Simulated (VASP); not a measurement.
# Fe: single point with PBEsol

The system is Fe.

```
Fe
1.0
     3.70507    0.00000    0.00000
    -1.85254    3.20869    0.00000
     0.00000    0.00000    2.32740
Fe
3
Cartesian
  1.8525 3.2087 0.0000
  0.0000 2.1391 1.1637
  1.8525 1.0696 1.1637
```

This isn't the form of Fe at room conditions, which is bcc.

- Program: VASP 6.6.1
- Task: single point
- Functional: PBEsol
- Potentials or basis: VASP PAW PBE potentials, release 64 (Fe)
- Cutoff: 520 eV
- k mesh: 11 × 11 × 15
- Occupations: fermi-dirac, width 0.1 eV
- Spin: no spin polarisation

| Quantity | Value |
| --- | --- |
| Pressure | 30.1 GPa |
| Band gap on the k mesh | zero (bands 12 and 13 overlap by 1.70 eV) |

Stress tensor (GPa, compression positive):
```
31.10  0.00  0.00
 0.00 31.10  0.00
 0.00  0.00 28.05
```

Levels at points of the mesh, in eV from the Fermi level:
```tsv
k point	band 8	band 9	band 10	band 11	band 12	band 13	band 14	band 15	band 16	band 17
(0.00, 0.00, 0.00)	-2.12	-1.59	-1.59	-1.04	-1.04	-0.95	-0.95	1.14	1.14	8.75
```

Wall time 120 s on 1 thread of Intel Xeon 8259CL (shared host), peak memory 0.18 GiB.

Caveat: the cell stands under pressure; the PAW data sets were made with another functional, which shifts forces and pressure a little; the run has no spin polarisation, though such a crystal can be magnetic. Spin polarisation is off, so any magnetic state and its effect on volume and gap are missing.
